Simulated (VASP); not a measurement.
Crystal: Al3Co2Ni.

```xyz
6
Lattice="4.1866 0.0000 0.0000 -2.0933 3.6257 0.0000 0.0000 0.0000 5.1276" Properties=species:S:1:pos:R:3 pbc="T T T"
Al    0.0000    0.0000    0.0000
Al    2.0933    1.2086    1.7092
Al    0.0000    2.4172    3.4184
Co    2.0933    1.2086    4.2730
Co    0.0000    2.4172    0.8546
Ni    0.0000    0.0000    2.5638
```

* Program: VASP 6.6.1
* Task: relaxation of cell and atoms
* Functional: PBE
* Potentials or basis: VASP PAW PBE potentials, release 64 (Al, Co, Ni)
* Cutoff: 600 eV
* k mesh: 6 × 6 × 4
* Occupations: gaussian, width 0.1 eV
* Spin: collinear spin, ferromagnetic start
* Starting moments: [0.0, 0.0, 0.0, 3.0, 3.0, 2.0] μB

At the start: pressure -12.3 GPa; volume 12.97 Å³/atom.

**Question.** Where does the relaxation end?

**Answer.** Over 7 steps the energy falls by 47.2 meV/atom and the volume is 11.87 Å³/atom (-8.5 %); space group P-3m1 (No. 164, to 0.1 Å) before and after; moment 1.32 μB per cell.

The path:
| step | energy change (eV) | largest force (eV/Å) | pressure (GPa) | volume (Å³) |
| --- | --- | --- | --- | --- |
| 1 | 0.0000 | 0.1652 | -12.25 | 77.83 |
| 2 | -0.1583 | 0.0969 | 10.67 | 67.19 |
| 3 | -0.2813 | 0.1340 | 0.02 | 71.12 |
| 4 | -0.2812 | 0.1331 | 0.34 | 70.99 |
| 5 | -0.2826 | 0.0664 | 0.31 | 70.99 |
| 6 | -0.2829 | 0.0464 | 0.31 | 70.99 |
| 7 | -0.2832 | 0.0268 | -0.30 | 71.24 |

Final structure:
```
Al Co Ni
1.0
     4.07002    0.00000    0.00000
    -2.03501    3.52474    0.00000
     0.00000    0.00000    4.96608
Al Co Ni
3 2 1
Direct
  0.00000 0.00000 0.00000
  0.66667 0.33333 0.32987
  0.33333 0.66667 0.67013
  0.66667 0.33333 0.83319
  0.33333 0.66667 0.16681
  0.00000 0.00000 0.50000
```
